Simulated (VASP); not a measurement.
HfO2:

```
Hf O
1.0
     2.86353    0.00000    0.00000
    -1.43176    2.47989    0.00000
     0.00000    0.00000    9.61218
Hf O
2 4
Direct
  0.33333 0.66667 0.62501
  0.66667 0.33333 0.12501
  0.66667 0.33333 0.74340
  0.33333 0.66667 0.24340
  0.00000 0.00000 0.00659
  0.00000 0.00000 0.50659
```

```yaml
Program: VASP 6.6.1
Task: relaxation of cell and atoms
Functional: PBEsol
Potentials_or_basis: VASP PAW PBE potentials, release 64 (Hf_pv, O)
Cutoff: 600 eV
k_mesh: 9 × 9 × 2
Occupations: fermi-dirac, width 0.03 eV
Spin: no spin polarisation
```

At the start: pressure 46.7 GPa; volume 11.38 Å³/atom.

Q: Where does the relaxation end?

A: Over 28 steps the energy falls by 562.9 meV/atom and the volume is 13.51 Å³/atom (+18.7 %); space group P6_3mc (No. 186, to 0.1 Å) before and after.

The path:
```tsv
step	energy change (eV)	largest force (eV/Å)	pressure (GPa)	volume (Å³)
1	0.0000	0.1903	46.72	68.26
2	1.3564	3.5734	-37.63	105.00
3	-2.4642	2.6776	-10.59	82.82
4	-2.4816	2.5711	-8.00	81.75
5	-3.3693	0.1123	-1.88	80.28
6	-3.3699	0.1834	-2.07	80.34
7	-3.3611	0.2136	3.71	78.62
8	-3.3761	0.0508	0.12	79.66
9	-3.3761	0.0497	0.15	79.65
10	-3.3764	0.0143	0.10	79.71
11	-3.3764	0.0224	0.09	79.73
12	-3.3765	0.0267	0.02	79.81
13	-3.3766	0.0371	-0.30	80.05
14	-3.3766	0.0359	-0.28	80.06
15	-3.3767	0.0324	-0.27	80.09
16	-3.3768	0.0253	-0.23	80.15
17	-3.3770	0.0115	-0.17	80.27
18	-3.3773	0.0200	0.03	80.51
19	-3.3773	0.0289	0.07	80.58
20	-3.3773	0.0421	0.14	80.69
21	-3.3774	0.0357	0.10	80.85
22	-3.3774	0.0276	0.04	81.02
23	-3.3774	0.0233	0.01	81.10
24	-3.3774	0.0167	-0.05	81.25
25	-3.3774	0.0213	0.00	81.16
26	-3.3774	0.0228	0.02	81.13
27	-3.3775	0.0126	-0.02	81.09
28	-3.3775	0.0040	-0.07	81.03
```

Final structure:
```yaml
crystal:
  lattice:
    - [3.21571, 0.00000, 0.00000]
    - [-1.60786, 2.78489, 0.00000]
    - [0.00000, 0.00000, 9.04854]
  atoms:
    - { symbol: Hf, position: [0.33333, 0.66667, 0.62444] }
    - { symbol: Hf, position: [0.66667, 0.33333, 0.12444] }
    - { symbol: O, position: [0.66667, 0.33333, 0.73055] }
    - { symbol: O, position: [0.33333, 0.66667, 0.23055] }
    - { symbol: O, position: [0.00000, 0.00000, 0.02001] }
    - { symbol: O, position: [0.00000, 0.00000, 0.52001] }
```

Caveat: the volume moved by over 15 % at a fixed basis, so the end points are rough; the PAW data sets were made with another functional, which shifts forces and pressure a little.
